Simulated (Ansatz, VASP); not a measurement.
Two plane-wave programs on Sb2W

```
W Sb
1.0
     3.46494    0.00000    0.00000
    -1.73247    3.00072    0.00000
     0.00000    0.00000    6.58308
W Sb
1 2
Direct
  0.00000 0.00000 0.00000
  0.33333 0.66667 0.28475
  0.66667 0.33333 0.71525
```

Change from the starting cell: strain e3 = -0.02, atoms carried along.

Alike in both runs: task single point; functional PBE; k mesh 12 × 12 × 6; occupations gaussian, width 0.05 eV; no spin polarisation.

|  | VASP | Ansatz |
| --- | --- | --- |
| version | VASP 6.6.1 | Ansatz 0.2.0 |
| potentials or method | VASP PAW PBE potentials, release 64 (W_sv, Sb), cutoff 520 eV | scalar-relativistic, plane waves, PAW |
| valence electrons in the cell | 24 | 44 |

Ansatz gave:

- gap on the k mesh at the Fermi level (eV): none
- pressure (GPa): 2.4
- traceless stress, the component that is largest in VASP (GPa): 0.98
- rms of the force components (eV/Å): 0.174

**Question.** What did VASP give for the same quantities?

**Answer.** gap on the k mesh at the Fermi level (eV): none; pressure (GPa): 2.4; traceless stress, the component that is largest in VASP (GPa): 0.93; rms of the force components (eV/Å): 0.179.

Atom by atom the forces differ by 0.005 eV/Å (rms over components). A gap of «none» marks a metal or a gap that the smearing closes. With one functional, cell and mesh, what is left measures potentials, basis and numerics. VASP's potentials hold 24 valence electrons a cell and Ansatz's 44, so a difference there can come from the potentials and not from the codes.

Neither program's run includes spin-orbit coupling.
